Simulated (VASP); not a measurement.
# BN (P6_3/mmc) in VASP: settings compared

The runs below take BN through single point, relaxation of cell and atoms, with r2SCAN, PBE.

Program: VASP 6.6.1. These are calculated values, not measurements. Logs are shortened: lines on timing, memory, paths and dates and some standing lists are left out, and cuts for length are marked.

### Step 1. The cell of the first run

The structure is hexagonal, space group P6_3/mmc (No. 194). Conventional cell: a = 2.501 Å, b = 2.501 Å, c = 6.896 Å, α = 90.00°, β = 90.00°, γ = 120.00°. Within 1.9 Å of B (site symmetry -6m2) lie 3 N at 1.44 Å. N (site symmetry -6m2) has 3 B at 1.44 Å within 1.9 Å.

### Step 2. Single point, r2SCAN

POSCAR reads:

```
BN
1.0
    2.5009697631      0.0000000000      0.0000000000
   -1.2504848816      2.1659033489      0.0000000000
    0.0000000000      0.0000000000      6.8957976065
B N
2 2
Direct
    0.3333333333      0.6666666667      0.2500000000
    0.6666666667      0.3333333333      0.7500000000
    0.3333333333      0.6666666667      0.7500000000
    0.6666666667      0.3333333333      0.2500000000
```

INCAR.step1 reads:

```
ALGO = Normal
EDIFF = 1E-4
ENCUT = 520
GGA = PE
ISMEAR = 0
LASPH = True
LCHARG = False
LREAL = False
LWAVE = True
NBANDS = 16
NELM = 100
PREC = Accurate
SIGMA = 0.01
```

INCAR.step2 reads:

```
ALGO = Normal
EDIFF = 1E-6
ENCUT = 520
ISIF = 2
ISMEAR = 0
ISTART = 1
LASPH = True
LCHARG = True
LELF = True
LMIXTAU = True
LREAL = False
LVHAR = True
LWAVE = False
METAGGA = R2SCAN
NBANDS = 16
NELM = 100
PREC = Accurate
SIGMA = 0.01
```

KPOINTS reads:

```
k-points
0
Gamma
  10 10 4
```

Potentials or basis: VASP PAW PBE potentials, release 64 (B, N).

Run with:

```
$ cat potpaw_PBE.64/B/POTCAR potpaw_PBE.64/N/POTCAR > POTCAR
$ cp INCAR.step1 INCAR
$ mpirun -np 1 vasp_std > vasp.out
$ cp INCAR.step2 INCAR
$ mpirun -np 1 vasp_std > vasp.out
```

OUTCAR:

```text
EDIFF = 1E-6
   ENCUT = 520
   ISIF = 2
   ISMEAR = 0
   ISTART = 1
   LASPH = True
   LREAL = False
   METAGGA = R2SCAN
   NELM = 100
   PREC = Accurate

 ion  position               nearest neighbor table
   1  0.333  0.667  0.250-   4 1.44   4 1.44   4 1.44
   2  0.667  0.333  0.750-   3 1.44   3 1.44   3 1.44
   3  0.333  0.667  0.750-   2 1.44   2 1.44   2 1.44
   4  0.667  0.333  0.250-   1 1.44   1 1.44   1 1.44

  LATTYP: Found a hexagonal cell.
 ALAT       =     2.5009697631
 C/A-ratio  =     2.7572494911

  Lattice vectors:

 A1 = (   2.5009697631,   0.0000000000,   0.0000000000)
 A2 = (  -1.2504848816,   2.1659033489,   0.0000000000)
 A3 = (   0.0000000000,   0.0000000000,   6.8957976065)

Analysis of symmetry for initial positions (statically):
=====================================================================
 Subroutine PRICEL returns:
 Original cell was already a primitive cell.

 Routine SETGRP: Setting up the symmetry group for a
 hexagonal supercell.

 Subroutine GETGRP returns: Found 24 space group operations
 (whereof 12 operations were pure point group operations)
 out of a pool of 24 trial point group operations.

The static configuration has the point symmetry D_3d.
 The point group associated with its full space group is D_6h.

Analysis of symmetry for dynamics (positions and initial velocities):
=====================================================================
 Subroutine PRICEL returns:
 Original cell was already a primitive cell.

 Routine SETGRP: Setting up the symmetry group for a
 hexagonal supercell.

 Subroutine GETGRP returns: Found 24 space group operations
 (whereof 12 operations were pure point group operations)
 out of a pool of 24 trial point group operations.

The dynamic configuration has the point symmetry D_3d.
 The point group associated with its full space group is D_6h.

 Subroutine INISYM returns: Found 24 space group operations
 (whereof 12 operations are pure point group operations),
 and found     1 'primitive' translations

----------------------------------------------------------------------------------------

                                     Primitive cell

  volume of cell :      37.3536

  direct lattice vectors                    reciprocal lattice vectors
     2.500969763  0.000000000  0.000000000     0.399844898  0.230850560  0.000000000
    -1.250484882  2.165903349  0.000000000     0.000000000  0.461701119  0.000000000
     0.000000000  0.000000000  6.895797607     0.000000000  0.000000000  0.145015857

  length of vectors
     2.500969763  2.500969763  6.895797607     0.461701119  0.461701119  0.145015857

  position of ions in fractional coordinates (direct lattice)
     0.333333333  0.666666667  0.250000000
     0.666666667  0.333333333  0.750000000
     0.333333333  0.666666667  0.750000000
     0.666666667  0.333333333  0.250000000

  ion indices of the primitive-cell ions
   primitive index   ion index
                 1           1
                 2           2
                 3           3
                 4           4

----------------------------------------------------------------------------------------

 KPOINTS: k-points

Automatic generation of k-mesh.
 Grid dimensions read from file:
 generate k-points for:   10   10    4

 Generating k-lattice:

  Cartesian coordinates                     Fractional coordinates (reciprocal lattice)
     0.039984490  0.023085056  0.000000000     0.100000000  0.000000000  0.000000000
     0.000000000  0.046170112  0.000000000     0.000000000  0.100000000  0.000000000
     0.000000000  0.000000000  0.036253964     0.000000000  0.000000000  0.250000000

  Length of vectors
     0.046170112  0.046170112  0.036253964

  Shift w.r.t. Gamma in fractional coordinates (k-lattice)
     0.000000000  0.000000000  0.000000000

 Subroutine IBZKPT returns following result:
 ===========================================

 Found     42 irreducible k-points:

 Following reciprocal coordinates:
            Coordinates               Weight
  0.000000  0.000000  0.000000      1.000000
  0.100000  0.000000  0.000000      6.000000
  0.200000  0.000000  0.000000      6.000000
  0.300000 -0.000000  0.000000      6.000000
  0.400000  0.000000  0.000000      6.000000
  0.500000  0.000000  0.000000      3.000000
[... 16 lines left out ...]
  0.300000  0.100000  0.250000     24.000000
  0.400000  0.100000  0.250000     24.000000
 [... further k-points ...]
   k-points           NKPTS =     42   k-points in BZ     NKDIM =     42   number of bands    NBANDS=     16
   number of dos      NEDOS =    301   number of ions     NIONS =      4
   total plane-waves  NPLWV =  21600
   dimension x,y,z NGX =    20 NGY =   20 NGZ =   54
   dimension x,y,z NGXF=    40 NGYF=   40 NGZF=  108
   ions per type =               2   2
   NGX,Y,Z   is equivalent  to a cutoff of  13.29, 13.29, 13.02 a.u.
   NGXF,Y,Z  is equivalent  to a cutoff of  26.59, 26.59, 26.04 a.u.
 SYSTEM =  unknown system
   PREC   = accura    normal or accurate (medium, high low for compatibility)
   ISTART =      1    job   : 0-new  1-cont  2-samecut
   ICHARG =      0    charge: 1-file 2-atom 10-const
   ISPIN  =      1    spin polarized calculation?
   LNONCOLLINEAR =      F non collinear calculations
   LSORBIT =      F    spin-orbit coupling
   LASPH  =      T    aspherical Exc in radial PAW
   ENCUT  =  520.0 eV  38.22 Ry    6.18 a.u.   4.65  4.65 12.82*2*pi/ulx,y,z
   NELM   =    100;   NELMIN=  2; NELMDL=  0     # of ELM steps
   EDIFF  = 0.1E-05   stopping-criterion for ELM
   LREAL  =      F    real-space projection
   EDIFFG = 0.1E-04   stopping-criterion for IOM
   NSW    =      0    number of steps for IOM
   IBRION =     -1    ionic relax: 0-MD 1-quasi-New 2-CG
   NFREE  =      0    steps in history (QN), initial steepest desc. (CG)
   ISIF   =      2    stress and relaxation
   ISYM   =      2    0-nonsym 1-usesym 2-fastsym
   POTIM  = 0.5000    time-step for ionic-motion
   TEBEG  =    0.0;   TEEND  =   0.0 temperature during run
   PSTRESS=    0.0 pullay stress
   NELECT =      16.0000    total number of electrons
   NUPDOWN=      -1.0000    fix difference up-down
   EMIN   =  10.00;   EMAX   =-10.00  energy-range for DOS
   EFERMI =   0.00;   METHOD = LEGACY
   ISMEAR =     0;   SIGMA  =   0.01  broadening in eV -4-tet -1-fermi 0-gaus
   EFERMI_NEDOS =   21; number of points for ismear=-14 and -15
   IALGO  =     38    algorithm
   IMIX   =      4    mixing-type and parameters
     AMIX     =   0.40;   BMIX     =  1.00
     AMIX_MAG =   1.60;   BMIX_MAG =  1.00
  volume/ion in A,a.u.               =       9.34        63.02
  Fermi-wavevector in a.u.,A,eV,Ry     =   1.234063  2.332042 20.720483  1.522913
  Thomas-Fermi vector in A             =   2.368769
   LORBIT       =      0    0 simple, 1 ext, 2 COOP (PROOUT), +10 PAW based schemes
   METAGGA = R2SCAN    functional components
   LHFCALC =     F    Hartree Fock is set to
   AEXX    =    0.0000 exact exchange contribution
   IVDW    =     0    specifies the selected vdW correction
   LEPSILON=     F    determine dielectric tensor
   LRPA    =     F    only Hartree local field effects (RPA)
 non-spin polarized calculation
 Gauss-broadening in eV      SIGMA  =   0.01
  energy-cutoff  :      520.00
  volume of cell :       37.35
 maximum number of plane-waves:      1034
 NGX is ok and might be reduce to    20
   NGX =  9   NGY =  9   NGZ = 25

 number of electron      16.0000000 magnetization

 Free energy of the ion-electron system (eV)
  ---------------------------------------------------
  ext. energy  EPLUGINS =         0.00000000
  ---------------------------------------------------
  free energy    TOTEN  =       -38.59615370 eV

  energy without entropy =      -38.59615370  energy(sigma->0) =      -38.59615370

 E-fermi :   1.8332     XC(G=0): -10.4906

 val. band max:        1.7441493814   @ k =   0.3000   0.3000   0.0000
 cond. band min:       6.6601934355   @ k =   0.5000   0.0000   0.0000
 fundamental gap:      4.9160440541
 Fermi energy:         1.8331810640

 k-point     1 :       0.0000    0.0000    0.0000
  band No.  band energies     occupation
      1     -17.0532      2.00000
      2     -16.8370      2.00000
      3      -4.5089      2.00000
      4      -2.6914      2.00000
      5       0.3793      2.00000
      6       0.3793      2.00000
[... 8 lines left out ...]
     15      14.6101      0.00000
     16      16.0289      0.00000

 k-point     2 :       0.1000    0.0000    0.0000
  band No.  band energies     occupation
      1     -16.8499      2.00000
      2     -16.6387      2.00000
      3      -4.2298      2.00000
      4      -2.4364      2.00000
      5      -0.4501      2.00000
      6      -0.4299      2.00000
[... 8 lines left out ...]
     15      15.2532      0.00000
     16      15.3277      0.00000

 k-point     3 :       0.2000    0.0000    0.0000
  band No.  band energies     occupation
      1     -16.2574      2.00000
      2     -16.0617      2.00000
      3      -3.4089      2.00000
      4      -2.4300      2.00000
      5      -2.3990      2.00000
      6      -1.6951      2.00000
[... 8 lines left out ...]
     15      17.3070      0.00000
     16      17.3997      0.00000

 k-point     4 :       0.3000   -0.0000    0.0000
  band No.  band energies     occupation
      1     -15.3458      2.00000
      2     -15.1786      2.00000
      3      -4.7317      2.00000
      4      -4.6799      2.00000
      5      -2.1128      2.00000
      6      -1.7385      2.00000
[... 8 lines left out ...]
     15      18.2690      0.00000
     16      20.4370      0.00000
[... 324 lines left out ...]
 k-point    22 :       0.2000    0.1000    0.2500
  band No.  band energies     occupation
      1     -15.6692      2.00000
      2     -15.5424      2.00000
      3      -3.6831      2.00000
      4      -3.6600      2.00000
      5      -2.4049      2.00000
      6      -1.7992      2.00000
[... 8 lines left out ...]
     15      17.6150      0.00000
     16      17.9211      0.00000

 k-point    23 :       0.3000    0.1000    0.2500
  band No.  band energies     occupation
      1     -14.6821      2.00000
      2     -14.5822      2.00000
      3      -5.7444      2.00000
      4      -5.7060      2.00000
      5      -2.6325      2.00000
      6      -2.5983      2.00000
[... 8 lines left out ...]
     15      18.5022      0.00000
     16      20.1476      0.00000

 k-point    24 :       0.4000    0.1000    0.2500
  band No.  band energies     occupation
      1     -13.8237      2.00000
      2     -13.7704      2.00000
      3      -7.1952      2.00000
      4      -7.1548      2.00000
      5      -3.0760      2.00000
      6      -3.0396      2.00000
[... 8 lines left out ...]
     15      17.6510      0.00000
     16      20.1913      0.00000

 [... further k-points ...]
[... 5 lines left out ...]
  --------------------------------------------------------------------------------------
  -------------------------------------------------------------------------------------
  Total        0.1566441      0.1566441     -0.0714496     -0.0000000      0.0000000      0.0000000
  in kB        6.7188151      6.7188151     -3.0646342     -0.0000000      0.0000000      0.0000000
  external PRESSURE =       3.4576653 kB  Pullay stress =       0.0000000 kB

 VOLUME and BASIS-vectors are now :
 -----------------------------------------------------------------------------
  energy-cutoff  :      520.00
  volume of cell :       37.35
      direct lattice vectors                 reciprocal lattice vectors
     2.500969763  0.000000000  0.000000000     0.399844898  0.230850560  0.000000000
    -1.250484882  2.165903349  0.000000000     0.000000000  0.461701119  0.000000000
     0.000000000  0.000000000  6.895797607     0.000000000  0.000000000  0.145015857

 POSITION                                       TOTAL-FORCE (eV/Angst)
 -----------------------------------------------------------------------------------
     -0.00000      1.44394      1.72395         0.000000      0.000000      0.000000
      1.25048      0.72197      5.17185        -0.000000     -0.000000      0.000000
     -0.00000      1.44394      5.17185         0.000000     -0.000000      0.000000
      1.25048      0.72197      1.72395        -0.000000      0.000000      0.000000
 -----------------------------------------------------------------------------------
    total drift:                                0.000000     -0.000000      0.000000

  FREE ENERGIE OF THE ION-ELECTRON SYSTEM (eV)
  ---------------------------------------------------
  free  energy   TOTEN  =       -38.5961536983 eV

  energy  without entropy=      -38.5961536983  energy(sigma->0) =      -38.59615370
```

It took 62 s on 1 thread of Intel Xeon 6975P-C, shared host; peak memory 0.16 GiB.

Results:

- Free energy: -38.5962 eV
- Pressure: 0.3 GPa
- Band gap on the k mesh: 4.92 eV, indirect (least direct gap 5.42 eV)

Stress tensor (GPa, compression positive):
```
 0.67  0.00  0.00
 0.00  0.67  0.00
 0.00  0.00 -0.31
```

Levels at points of the mesh, in eV from the valence-band top:
```csv
k point,band 5,band 6,band 7,band 8,band 9,band 10,band 11,band 12
"(0.00, 0.00, 0.00)",-1.36,-1.36,-1.34,-1.34,5.36,10.55,12.33,12.33
"(0.50, 0.00, 0.00)",-4.31,-4.26,-1.36,-0.53,4.92,6.17,10.19,10.71
"(0.00, 0.00, 0.50)",-1.35,-1.35,-1.35,-1.35,7.65,7.65,12.38,12.38
"(0.50, 0.00, 0.50)",-4.28,-4.28,-0.93,-0.93,5.35,5.35,10.63,10.63
```

Caveat: the PAW data sets were made with another functional, which shifts forces and pressure a little. A k mesh can miss the band edges.

### Step 3. Relaxation of cell and atoms, PBE

This run uses another cell than the first one, of 9.13 Å³/atom, 0.978 times its volume.

INCAR reads:

```
PREC = Accurate
ENCUT = 600
EDIFF = 1E-6
ISMEAR = 0
SIGMA = 0.05
LREAL = False
LASPH = True
NELM = 80
ALGO = Normal
ISIF = 3
LWAVE = False
LCHARG = False
GGA = PE
IBRION = 2
NSW = 80
EDIFFG = -0.03
```

KPOINTS reads:

```
regular mesh
0
Gamma
  10 10 4
```

POSCAR reads:

```
BN
1.0
    2.5123106747      0.0000000000      0.0000000000
   -1.2561553374      2.1757248665      0.0000000000
    0.0000000000      0.0000000000      6.6833303951
B N
2 2
Direct
    0.3333333333      0.6666666667      0.2500000000
    0.6666666667      0.3333333333      0.7500000000
    0.3333333333      0.6666666667      0.7500000000
    0.6666666667      0.3333333333      0.2500000000
```

Potentials or basis: VASP PAW PBE potentials, release 64 (B, N).

Run with:

```
$ cat potpaw_PBE.64/B/POTCAR potpaw_PBE.64/N/POTCAR > POTCAR
$ mpirun -np 1 vasp_std > vasp.out
```

Run time: 58 s. Hardware: 1 thread of Intel Xeon 6975P-C, shared host; peak memory 0.16 GiB.

It converged, with:

| Property | Result |
| --- | --- |
| Free energy | -35.2013 eV |
| Relaxed volume | 10.53 Å³/atom |
| Relaxed cell | a = 2.512 Å, b = 2.512 Å, c = 7.708 Å, α = 90.00°, β = 90.00°, γ = 120.00° |
| Space group after relaxing (to 0.05 Å) | P6_3/mmc (No. 194) |
| Energy gained by relaxing | 8.7 meV/atom |
| Ionic steps | 7 |
| Pressure after relaxing | 0.0 GPa |
| Band gap on the k mesh | 4.55 eV, indirect (least direct gap 4.86 eV) |

Stress tensor (GPa, compression positive):
```
 0.04  0.00  0.00
 0.00  0.04  0.00
 0.00  0.00 -0.06
```

The path:
| step | energy change (eV) | largest force (eV/Å) | pressure (GPa) | volume (Å³) |
| --- | --- | --- | --- | --- |
| 1 | 0.0000 | 0.0000 | 0.80 | 36.53 |
| 2 | -0.0037 | 0.0000 | 0.78 | 36.77 |
| 3 | -0.0129 | 0.0000 | 0.80 | 37.50 |
| 4 | -0.0255 | 0.0000 | 0.89 | 38.95 |
| 5 | -0.0340 | 0.0000 | 1.15 | 41.85 |
| 6 | -0.0204 | 0.0000 | -4.54 | 43.32 |
| 7 | -0.0348 | 0.0000 | 0.00 | 42.13 |

Final structure:
```yaml
crystal:
  lattice:
    - [2.51214, 0.00000, 0.00000]
    - [-1.25607, 2.17557, 0.00000]
    - [0.00000, 0.00000, 7.70821]
  atoms:
    - { symbol: B, position: [0.33333, 0.66667, 0.25000] }
    - { symbol: B, position: [0.66667, 0.33333, 0.75000] }
    - { symbol: N, position: [0.33333, 0.66667, 0.75000] }
    - { symbol: N, position: [0.66667, 0.33333, 0.25000] }
```

Levels at points of the mesh, in eV from the valence-band top:
```tsv
k point	band 6	band 7	band 8	band 9	band 10	band 11
(0.00, 0.00, 0.00)	-1.28	-1.27	-1.27	4.67	8.65	11.01
(0.50, 0.00, 0.00)	-4.04	-1.03	-0.62	4.55	5.22	9.47
(0.00, 0.00, 0.50)	-1.27	-1.27	-1.27	6.28	6.28	11.59
(0.50, 0.00, 0.50)	-4.04	-0.83	-0.83	4.83	4.83	9.80
```

Caveat: the volume moved by over 15 % at a fixed basis, so the end points are rough; this functional lacks dispersion, which binds the layers, so the pressure and a relaxed spacing across them are unreliable; the volume moved by +15 % from the deposited cell, more than functionals usually miss. As with any semilocal functional, this PBE gap is likely too small.

(Continued in part 2 of 2.)
